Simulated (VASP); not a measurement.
Write the native input for VASP 6.6.1 that does the following.

| Quantity | Value |
| --- | --- |
| Task | single point |
| Functional | r2SCAN |
| Potentials or basis | VASP PAW PBE potentials, release 64 (Pb_d, S) |
| Cutoff | 520 eV |
| k mesh | 8 × 8 × 8 |
| Occupations | gaussian, width 0.05 eV |
| Spin | no spin polarisation |
| Dipole correction | no |
| Further INCAR settings | ALGO = Normal; EDIFF = 1e-06; NBANDS = 17 |

Crystal: PbS.

```
Pb S
1.0
     0.00000    2.96500    2.96500
     2.96500    0.00000    2.96500
     2.96500    2.96500    0.00000
Pb S
1 1
Direct
  0.00000 0.00000 0.97615
  0.50000 0.50000 0.50000
```

This cell differs from its parent crystal: all Pb atoms moved -0.100 Å, as atom 1 along Cartesian [1 1 0].

The input as run:

POSCAR

```
PbS
1.0
    0.0000000000      2.9650000000      2.9650000000
    2.9650000000      0.0000000000      2.9650000000
    2.9650000000      2.9650000000      0.0000000000
Pb S
1 1
Direct
    0.0000000000      0.0000000000     -0.0238484581
    0.5000000000      0.5000000000      0.5000000000
```

INCAR.step1

```
ALGO     = Normal         # electronic algorithm
EDIFF    = 1E-4           # SCF threshold, eV
ENCUT    = 520            # plane-wave cutoff, eV
GGA      = PE             # functional
ISMEAR   = 0              # smearing method
LASPH    = True           # aspherical terms in the spheres
LCHARG   = False          # write CHGCAR
LREAL    = False          # projectors in reciprocal space
LWAVE    = True           # write WAVECAR
NBANDS   = 17             # bands
NELM     = 80             # most SCF steps
PREC     = Accurate       # precision mode
SIGMA    = 0.05           # smearing width, eV
```

INCAR.step2

```
ALGO     = Normal         # electronic algorithm
EDIFF    = 1E-6           # SCF threshold, eV
ENCUT    = 520            # plane-wave cutoff, eV
ISIF     = 2              # what is computed and relaxed
ISMEAR   = 0              # smearing method
ISTART   = 1            
LASPH    = True           # aspherical terms in the spheres
LCHARG   = True           # write CHGCAR
LELF     = True           # ELF
LMIXTAU  = True         
LREAL    = False          # projectors in reciprocal space
LVHAR    = True         
LWAVE    = False          # write WAVECAR
METAGGA  = R2SCAN         # meta-GGA
NBANDS   = 17             # bands
NELM     = 80             # most SCF steps
PREC     = Accurate       # precision mode
SIGMA    = 0.05           # smearing width, eV
```

KPOINTS

```
k-points
0
Gamma
  8 8 8
```

Potentials or basis: VASP PAW PBE potentials, release 64 (Pb_d, S).

Command:

```sh
$ cat potpaw_PBE.64/Pb_d/POTCAR potpaw_PBE.64/S/POTCAR > POTCAR
$ cp INCAR.step1 INCAR
$ mpirun -np 1 vasp_std > vasp.out
$ cp INCAR.step2 INCAR
$ mpirun -np 1 vasp_std > vasp.out
```

Results of the run:

```json
{
 "Pressure": "1.5 GPa",
 "Largest force": "0.054 eV/Å",
 "Band gap on the k mesh": "0.64 eV"
}
```

Caveat: the cell differs from its parent crystal (all Pb atoms moved -0.100 Å, as atom 1 along Cartesian [1 1 0]); the PAW data sets were made with another functional, which shifts forces and pressure a little; spin-orbit coupling is left out, which moves the levels of the heavy elements.

It took 5.2 min on 1 thread of Intel Xeon 8259CL, on a shared host, peak memory 0.24 GiB.
